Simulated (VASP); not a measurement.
Runs of VASP 6.6.1 on Ga3O2. The structure is that of space group Pm-3m (No. 221), or close to it. The cells are those of the table. 

```csv
task,spin,cell,k mesh,cutoff (eV),gap on the mesh (eV),pressure (GPa),relaxed volume (Å³/atom)
relaxation of cell and atoms,off,"relaxed from a = 4.145 Å, 5 atoms",4 × 4 × 4,600,none,0.3,(a)
single point,off,"a = 4.398 Å, 5 atoms",8 × 8 × 8,520,none,(b),-
relaxation of cell and atoms,off,"relaxed from a = 4.415 Å, 5 atoms",8 × 8 × 8,600,none,-0.1,17.05
single point,off,"a = 4.415 Å, 5 atoms",4 × 4 × 4,520,none,0.5,-
single point,"collinear, ferromagnetic start","a = 4.415 Å, 5 atoms",4 × 4 × 4,520,none,0.4,-
```

Alike in all rows: level PBE; potentials or basis VASP PAW PBE potentials, release 64 (Ga_d, O); smearing gaussian 0.1 eV.

Question: Fill in the values left out.

Answer: (a) 17.27; (b) 0.1.

Caveats: some runs use coarse meshes; an odd number of electrons without spin polarisation forces a metal (some runs); a magnetic or distorted state may lie lower (some runs); the volume moved by over 15 % at a fixed basis, so the end points are rough (some runs).

A k mesh can miss the band edges, and the runs leave out spin-orbit coupling on Ga.

A gap of «none» marks levels without a gap at the run's occupations.
